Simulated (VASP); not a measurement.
# Zr: relaxation of cell and atoms with r2SCAN

The system is Zr.

```
Zr
1.0
     3.23923    0.00000    0.00000
    -1.61962    2.80526    0.00000
     0.00000    0.00000    5.17222
Zr
2
Direct
  0.33333 0.66667 0.25000
  0.66667 0.33333 0.75000
```

```yaml
Program: VASP 6.6.1
Task: relaxation of cell and atoms
Functional: r2SCAN
Potentials_or_basis: VASP PAW PBE potentials, release 64 (Zr_sv)
Cutoff: 600 eV
k_mesh: 12 × 12 × 8
Occupations: gaussian, width 0.1 eV
Spin: no spin polarisation
Dipole_correction: no
Further_INCAR_settings: ALGO = Normal; EDIFF = 1e-06; IBRION = 2; EDIFFG = -0.002; NSW = 100; ISIF = 3
```

```json
{
  "Relaxed volume": "23.51 Å³/atom",
  "Relaxed cell": "a = 3.245 Å, b = 3.245 Å, c = 5.155 Å, α = 90.00°, β = 90.00°, γ = 120.00°",
  "Space group after relaxing (to 0.05 Å)": "P6_3/mmc (No. 194)",
  "Energy gained by relaxing": "0.1 meV/atom",
  "Ionic steps": "8",
  "Pressure after relaxing": "0.0 GPa",
  "Band gap on the k mesh": "zero (band 12 reaches 9.90 eV, above the bottom of band 13 at 8.72 eV)"
}
```

The path:
| step | energy change (eV) | largest force (eV/Å) | pressure (GPa) | volume (Å³) |
| --- | --- | --- | --- | --- |
| 1 | 0.0000 | 0.0000 | 0.01 | 47.00 |
| 2 | -0.0002 | 0.0000 | 0.02 | 47.01 |
| 3 | -0.0003 | 0.0000 | 0.02 | 47.01 |
| 4 | -0.0003 | 0.0000 | 0.01 | 47.01 |
| 5 | -0.0003 | 0.0000 | 0.02 | 47.01 |
| 6 | -0.0003 | 0.0000 | -0.01 | 47.03 |
| 7 | -0.0003 | 0.0000 | -0.02 | 47.02 |
| 8 | -0.0003 | 0.0000 | -0.01 | 47.02 |

Final structure:
```
Zr
1.0
     3.24505    0.00000    0.00000
    -1.62252    2.81030    0.00000
     0.00000    0.00000    5.15545
Zr
2
Direct
  0.33333 0.66667 0.25000
  0.66667 0.33333 0.75000
```

Levels at points of the mesh, in eV from the Fermi level:
| k point | band 10 | band 11 | band 12 | band 13 | band 14 | band 15 |
| --- | --- | --- | --- | --- | --- | --- |
| (0.00, 0.00, 0.00) | -3.19 | 0.96 | 0.96 | 1.00 | 1.14 | 1.70 |
| (0.50, 0.00, 0.00) | -2.65 | -2.23 | -0.41 | 0.66 | 0.84 | 1.57 |
| (0.00, 0.00, 0.50) | -4.21 | 0.02 | 0.02 | 0.87 | 0.87 | 0.87 |
| (0.50, 0.00, 0.50) | -2.99 | -1.08 | -1.08 | 1.54 | 1.54 | 2.38 |

Run time: 16 min on 1 thread of Intel(R) Xeon(R) Platinum 8488C (Sapphire Rapids) (shared host), peak memory 0.24 GiB.

Caveat: the PAW data sets were made with another functional, which shifts forces and pressure a little.
